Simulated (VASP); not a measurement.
# AlAs (F-43m) in VASP: single point with PBE

Aim: the single point of AlAs with PBE.

Program: VASP 6.6.1. These are calculated values, not measurements. Logs are shortened: lines on timing, memory, paths and dates and some standing lists are left out, and cuts for length are marked.

**1. The cell of the first run**

Symmetry: F-43m, No. 216, cubic system. Conventional cell: a = 5.676 Å, b = 5.676 Å, c = 5.676 Å, α = 90.00°, β = 90.00°, γ = 90.00°. Within 3.2 Å of Al (site symmetry -43m) lie 4 As at 2.46 Å. Within 3.2 Å of As (site symmetry -43m) lie 4 Al at 2.46 Å.

**2. Single point, PBE**

Contents of INCAR:

```
PREC = Accurate
ENCUT = 500
EDIFF = 1E-6
ISMEAR = 0
SIGMA = 0.1
LREAL = False
LASPH = True
NELM = 120
ALGO = Normal
ISIF = 2
LWAVE = False
LCHARG = True
GGA = PE
LELF = True
LVHAR = True
NBANDS = 11
GGA_COMPAT = False
```

Contents of KPOINTS:

```
Automatic mesh
0
Gamma
  6 6 6
```

Contents of POSCAR:

```
AlAs
1.0
    0.0000000000      2.8379010000      2.8379010000
    2.8379010000      0.0000000000      2.8379010000
    2.8379010000      2.8379010000      0.0000000000
Al As
1 1
Direct
    0.0000000000      0.0000000000      0.0000000000
    0.7500000000      0.7500000000      0.7500000000
```

Potentials or basis: VASP PAW PBE potentials, release 64 (Al, As).

Started as:

```bash
cat potpaw_PBE.64/Al/POTCAR potpaw_PBE.64/As/POTCAR > POTCAR
mpirun -np 1 vasp_std > vasp.out
```

OUTCAR:

```text
PREC = Accurate
   ENCUT = 500
   EDIFF = 1E-6
   ISMEAR = 0
   LREAL = False
   LASPH = True
   NELM = 120
   ISIF = 2
   GGA = PE

 ion  position               nearest neighbor table
   1  0.000  0.000  0.000-   2 2.46   2 2.46   2 2.46   2 2.46
   2  0.750  0.750  0.750-   1 2.46   1 2.46   1 2.46   1 2.46

  LATTYP: Found a face centered cubic cell.
 ALAT       =     5.6758020000

  Lattice vectors:

 A1 = (   0.0000000000,   2.8379010000,   2.8379010000)
 A2 = (   2.8379010000,   0.0000000000,   2.8379010000)
 A3 = (   2.8379010000,   2.8379010000,   0.0000000000)

Analysis of symmetry for initial positions (statically):
=====================================================================
 Subroutine PRICEL returns:
 Original cell was already a primitive cell.

 Routine SETGRP: Setting up the symmetry group for a
 face centered cubic supercell.

 Subroutine GETGRP returns: Found 24 space group operations
 (whereof 24 operations were pure point group operations)
 out of a pool of 48 trial point group operations.

The static configuration has the point symmetry T_d .

Analysis of symmetry for dynamics (positions and initial velocities):
=====================================================================
 Subroutine PRICEL returns:
 Original cell was already a primitive cell.

 Routine SETGRP: Setting up the symmetry group for a
 face centered cubic supercell.

 Subroutine GETGRP returns: Found 24 space group operations
 (whereof 24 operations were pure point group operations)
 out of a pool of 48 trial point group operations.

The dynamic configuration has the point symmetry T_d .

 Subroutine INISYM returns: Found 24 space group operations
 (whereof 24 operations are pure point group operations),
 and found     1 'primitive' translations

----------------------------------------------------------------------------------------

                                     Primitive cell

  volume of cell :      45.7111

  direct lattice vectors                    reciprocal lattice vectors
     0.000000000  2.837901000  2.837901000    -0.176186555  0.176186555  0.176186555
     2.837901000  0.000000000  2.837901000     0.176186555 -0.176186555  0.176186555
     2.837901000  2.837901000  0.000000000     0.176186555  0.176186555 -0.176186555

  length of vectors
     4.013398083  4.013398083  4.013398083     0.305164064  0.305164064  0.305164064

  position of ions in fractional coordinates (direct lattice)
     0.000000000  0.000000000  0.000000000
     0.750000000  0.750000000  0.750000000

  ion indices of the primitive-cell ions
   primitive index   ion index
                 1           1
                 2           2

----------------------------------------------------------------------------------------

 KPOINTS: Automatic mesh

Automatic generation of k-mesh.
 Grid dimensions read from file:
 generate k-points for:    6    6    6

 Generating k-lattice:

  Cartesian coordinates                     Fractional coordinates (reciprocal lattice)
    -0.029364426  0.029364426  0.029364426     0.166666667  0.000000000  0.000000000
     0.029364426 -0.029364426  0.029364426     0.000000000  0.166666667  0.000000000
     0.029364426  0.029364426 -0.029364426     0.000000000  0.000000000  0.166666667

  Length of vectors
     0.050860677  0.050860677  0.050860677

  Shift w.r.t. Gamma in fractional coordinates (k-lattice)
     0.000000000  0.000000000  0.000000000

 Subroutine IBZKPT returns following result:
 ===========================================

 Found     16 irreducible k-points:

 Following reciprocal coordinates:
            Coordinates               Weight
  0.000000  0.000000  0.000000      1.000000
  0.166667  0.000000  0.000000      8.000000
  0.333333  0.000000  0.000000      8.000000
  0.500000  0.000000  0.000000      4.000000
  0.166667  0.166667  0.000000      6.000000
  0.333333  0.166667  0.000000     24.000000
[... 8 lines left out ...]
 -0.333333  0.333333  0.166667     24.000000
 -0.333333  0.500000  0.166667     12.000000
   k-points           NKPTS =     16   k-points in BZ     NKDIM =     16   number of bands    NBANDS=     11
   number of dos      NEDOS =    301   number of ions     NIONS =      2
   total plane-waves  NPLWV =  27000
   dimension x,y,z NGX =    30 NGY =   30 NGZ =   30
   dimension x,y,z NGXF=    60 NGYF=   60 NGZF=   60
   ions per type =               1   1
   NGX,Y,Z   is equivalent  to a cutoff of  12.43, 12.43, 12.43 a.u.
   NGXF,Y,Z  is equivalent  to a cutoff of  24.85, 24.85, 24.85 a.u.
 SYSTEM =  unknown system
   PREC   = accura    normal or accurate (medium, high low for compatibility)
   ISTART =      0    job   : 0-new  1-cont  2-samecut
   ICHARG =      2    charge: 1-file 2-atom 10-const
   ISPIN  =      1    spin polarized calculation?
   LNONCOLLINEAR =      F non collinear calculations
   LSORBIT =      F    spin-orbit coupling
   LASPH  =      T    aspherical Exc in radial PAW
   ENCUT  =  500.0 eV  36.75 Ry    6.06 a.u.   7.32  7.32  7.32*2*pi/ulx,y,z
   NELM   =    120;   NELMIN=  2; NELMDL= -5     # of ELM steps
   EDIFF  = 0.1E-05   stopping-criterion for ELM
   LREAL  =      F    real-space projection
   EDIFFG = 0.1E-04   stopping-criterion for IOM
   NSW    =      0    number of steps for IOM
   IBRION =     -1    ionic relax: 0-MD 1-quasi-New 2-CG
   NFREE  =      0    steps in history (QN), initial steepest desc. (CG)
   ISIF   =      2    stress and relaxation
   ISYM   =      2    0-nonsym 1-usesym 2-fastsym
   POTIM  = 0.5000    time-step for ionic-motion
   TEBEG  =    0.0;   TEEND  =   0.0 temperature during run
   PSTRESS=    0.0 pullay stress
   NELECT =       8.0000    total number of electrons
   NUPDOWN=      -1.0000    fix difference up-down
   EMIN   =  10.00;   EMAX   =-10.00  energy-range for DOS
   EFERMI =   0.00;   METHOD = LEGACY
   ISMEAR =     0;   SIGMA  =   0.10  broadening in eV -4-tet -1-fermi 0-gaus
   EFERMI_NEDOS =   21; number of points for ismear=-14 and -15
   IALGO  =     38    algorithm
   IMIX   =      4    mixing-type and parameters
     AMIX     =   0.40;   BMIX     =  1.00
     AMIX_MAG =   1.60;   BMIX_MAG =  1.00
  volume/ion in A,a.u.               =      22.86       154.24
  Fermi-wavevector in a.u.,A,eV,Ry     =   0.915723  1.730466 11.409153  0.838549
  Thomas-Fermi vector in A             =   2.040497
   LORBIT       =      0    0 simple, 1 ext, 2 COOP (PROOUT), +10 PAW based schemes
   GGA     = PE    functional components
   LHFCALC =     F    Hartree Fock is set to
   AEXX    =    0.0000 exact exchange contribution
   IVDW    =     0    specifies the selected vdW correction
   LEPSILON=     F    determine dielectric tensor
   LRPA    =     F    only Hartree local field effects (RPA)
 non-spin polarized calculation
 Gauss-broadening in eV      SIGMA  =   0.10
  energy-cutoff  :      500.00
  volume of cell :       45.71
 maximum number of plane-waves:      1211
 NGX is ok and might be reduce to    30
   NGX = 15   NGY = 15   NGZ = 15

 number of electron       8.0000000 magnetization

 Free energy of the ion-electron system (eV)
  ---------------------------------------------------
  ext. energy  EPLUGINS =         0.00000000
  ---------------------------------------------------
  free energy    TOTEN  =        -9.36848934 eV

  energy without entropy =       -9.36848934  energy(sigma->0) =       -9.36848934

 E-fermi :   4.2890     XC(G=0):  -9.0081

 val. band max:        3.8273925881   @ k =   0.0000   0.0000   0.0000
 cond. band min:       5.2725700579   @ k =   0.5000   0.5000   0.0000
 fundamental gap:      1.4451774698
 Fermi energy:         4.2889882548

 k-point     1 :       0.0000    0.0000    0.0000
  band No.  band energies     occupation
      1      -7.9931      2.00000
      2       3.8274      2.00000
      3       3.8274      2.00000
      4       3.8274      2.00000
      5       5.8244      0.00000
      6       8.0973      0.00000
      7       8.0973      0.00000
      8       8.0973      0.00000
      9      12.6531      0.00000
     10      12.8199      0.00000
     11      12.8199      0.00000

 k-point     2 :       0.1667    0.0000    0.0000
  band No.  band energies     occupation
      1      -7.7274      2.00000
      2       1.7356      2.00000
      3       3.5660      2.00000
      4       3.5660      2.00000
      5       6.6119      0.00000
      6       8.5312      0.00000
      7       8.5312      0.00000
      8       8.9861      0.00000
      9      12.0449      0.00000
     10      12.0449      0.00000
     11      13.5339      0.00000

 k-point     3 :       0.3333    0.0000    0.0000
  band No.  band energies     occupation
      1      -7.0559      2.00000
      2      -0.6430      2.00000
      3       3.1678      2.00000
      4       3.1678      2.00000
      5       6.1642      0.00000
      6       8.6752      0.00000
      7       8.6752      0.00000
      8      11.2908      0.00000
      9      12.8464      0.00000
     10      12.8464      0.00000
     11      13.1565      0.00000

 k-point     4 :       0.5000    0.0000    0.0000
  band No.  band energies     occupation
      1      -6.5894      2.00000
      2      -1.7119      2.00000
      3       3.0070      2.00000
      4       3.0070      2.00000
      5       5.9387      0.00000
      6       8.4980      0.00000
      7       8.4980      0.00000
      8      11.5609      0.00000
      9      14.9571      0.00000
     10      15.3487      0.00000
     11      15.3487      0.00000
[... 127 lines left out ...]
 k-point    14 :       0.5000    0.3333    0.1667
  band No.  band energies     occupation
      1      -6.5362      2.00000
      2      -0.7949      2.00000
      3       1.1283      2.00000
      4       2.1928      2.00000
      5       7.4881      0.00000
      6       8.3470      0.00000
      7       8.9660      0.00000
      8      11.7095      0.00000
      9      13.0515      0.00000
     10      14.4831      0.00000
     11      16.7842      0.00000

 k-point    15 :      -0.3333    0.3333    0.1667
  band No.  band energies     occupation
      1      -6.1809      2.00000
      2      -1.2746      2.00000
      3       0.6798      2.00000
      4       1.8170      2.00000
      5       7.7509      0.00000
      6       8.3932      0.00000
      7      10.5003      0.00000
      8      11.2091      0.00000
      9      12.1376      0.00000
     10      15.2646      0.00000
     11      16.5402      0.00000

 k-point    16 :      -0.3333    0.5000    0.1667
  band No.  band energies     occupation
      1      -6.0222      2.00000
      2      -1.3465      2.00000
      3       0.9165      2.00000
      4       1.1609      2.00000
      5       6.9965      0.00000
      6       7.9240      0.00000
      7      10.9170      0.00000
      8      11.6133      0.00000
      9      14.3649      0.00000
     10      16.0608      0.00000
     11      16.3414      0.00000

------------------------ aborting loop because EDIFF is reached ----------------------------------------

  FORCE on cell =-STRESS in cart. coord.  units (eV):
  Direction    XX          YY          ZZ          XY          YZ          ZX
  --------------------------------------------------------------------------------------
  -------------------------------------------------------------------------------------
  Total        0.6192363      0.6192363      0.6192363      0.0000000      0.0000000      0.0000000
  in kB       21.7042728     21.7042728     21.7042728      0.0000000      0.0000000      0.0000000
  external PRESSURE =      21.7042728 kB  Pullay stress =       0.0000000 kB

 VOLUME and BASIS-vectors are now :
 -----------------------------------------------------------------------------
  energy-cutoff  :      500.00
  volume of cell :       45.71
      direct lattice vectors                 reciprocal lattice vectors
     0.000000000  2.837901000  2.837901000    -0.176186555  0.176186555  0.176186555
     2.837901000  0.000000000  2.837901000     0.176186555 -0.176186555  0.176186555
     2.837901000  2.837901000  0.000000000     0.176186555  0.176186555 -0.176186555

 POSITION                                       TOTAL-FORCE (eV/Angst)
 -----------------------------------------------------------------------------------
      0.00000      0.00000      0.00000         0.000000      0.000000      0.000000
      4.25685      4.25685      4.25685        -0.000000     -0.000000     -0.000000
 -----------------------------------------------------------------------------------
    total drift:                                0.000000      0.000000      0.000000

  FREE ENERGIE OF THE ION-ELECTRON SYSTEM (eV)
  ---------------------------------------------------
  free  energy   TOTEN  =        -9.3684893354 eV

  energy  without entropy=       -9.3684893354  energy(sigma->0) =       -9.36848934
```

Run time: 8.8 s. Hardware: 1 thread of AMD EPYC 7R43 (Zen 3), shared host; peak memory 0.13 GiB.

Results:

| Item | Value |
| --- | --- |
| Free energy | -9.3685 eV |
| Pressure | 2.2 GPa |
| Band gap on the k mesh | 1.45 eV, indirect (least direct gap 2.00 eV) |

Levels at points of the mesh, in eV from the valence-band top:
| k point | band 1 | band 2 | band 3 | band 4 | band 5 | band 6 | band 7 | band 8 |
| --- | --- | --- | --- | --- | --- | --- | --- | --- |
| (0.00, 0.00, 0.00) | -11.82 | 0.00 | 0.00 | 0.00 | 2.00 | 4.27 | 4.27 | 4.27 |
| (0.50, 0.00, 0.00) | -10.42 | -5.54 | -0.82 | -0.82 | 2.11 | 4.67 | 4.67 | 7.73 |
| (0.50, 0.50, 0.00) | -9.87 | -5.41 | -2.16 | -2.16 | 1.45 | 2.29 | 10.27 | 10.27 |
